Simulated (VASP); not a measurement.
BeS: single point with PBE

BeS:

```
Be S
1.0
     0.00000    2.36128    2.36128
     2.36128    0.00000    2.36128
     2.36128    2.36128    0.00000
Be S
1 1
Direct
  0.00000 0.00000 0.00000
  0.25000 0.25000 0.25000
```

This cell differs from its parent crystal: strain -3.0%.

* Program: VASP 6.6.1
* Task: single point
* Functional: PBE
* Potentials or basis: VASP PAW PBE potentials, release 64 (Be, S)
* Cutoff: 520 eV
* k mesh: 10 × 10 × 10
* Occupations: fermi-dirac, width 0.02 eV
* Spin: no spin polarisation

```json
{
  "Pressure": "10.7 GPa",
  "Band gap on the k mesh": "2.92 eV, indirect (least direct gap 5.62 eV)"
}
```

Levels at points of the mesh, in eV from the valence-band top:
| k point | band 2 | band 3 | band 4 | band 5 | band 6 | band 7 |
| --- | --- | --- | --- | --- | --- | --- |
| (0.00, 0.00, 0.00) | 0.00 | 0.00 | 0.00 | 5.62 | 5.62 | 5.62 |
| (0.50, 0.00, 0.00) | -6.33 | -1.15 | -1.15 | 5.77 | 6.53 | 6.53 |
| (0.50, 0.50, 0.00) | -5.45 | -2.93 | -2.93 | 2.92 | 4.83 | 13.43 |

Wall time 26 s on 1 thread of AMD EPYC 7R43 64-Core Processor (Zen 3) (shared host), peak memory 0.12 GiB.

Caveat: the cell differs from its parent crystal (strain -3.0%). A k mesh can miss the band edges.
